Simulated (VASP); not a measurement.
GaSb, 2 atoms in the cell. The structure is cubic, space group F-43m (No. 216). The conventional cell has a = 6.035 Å, b = 6.035 Å, c = 6.035 Å, α = 90.00°, β = 90.00°, γ = 90.00°. Within 3.4 Å of Sb (site symmetry -43m) lie 4 Ga at 2.61 Å. Within 3.4 Å of Ga (site symmetry -43m) lie 4 Sb at 2.61 Å. 

| Item | Value |
| --- | --- |
| Program | VASP 6.6.1 |
| Task | single point |
| Functional | BHLYP |
| Potentials or basis | VASP PAW PBE potentials, release 64 (Sb_d_GW, Ga_d) |
| Cutoff | 400 eV |
| k mesh | 4 × 4 × 4 |
| Occupations | fermi-dirac, width 0.05 eV |
| Spin | no spin polarisation |
| Dipole correction | no |
| Grid for exact exchange (PRECFOCK) | Normal |
| Further INCAR settings | ALGO = Normal; EDIFF = 1e-06; NBANDS = 21 |
| Share of exact exchange | 0.5 |

Potentials or basis: VASP PAW PBE potentials, release 64 (Sb_d_GW, Ga_d).

Launch:

```bash
$ cat potpaw_PBE.64/Sb_d_GW/POTCAR potpaw_PBE.64/Ga_d/POTCAR > POTCAR
$ cp INCAR.step1 INCAR
$ mpirun -np 1 vasp_std > vasp.out
$ cp INCAR.step2 INCAR
$ mpirun -np 1 vasp_std > vasp.out
```

Hardware: 1 thread of Intel(R) Xeon(R) Platinum 8488C (Sapphire Rapids), on a shared host.

Task: Estimate the wall time of this run.

Result: It took 14 min on 1 thread of Intel(R) Xeon(R) Platinum 8488C (Sapphire Rapids), on a shared host, peak memory 0.18 GiB. Counts: k points 8.
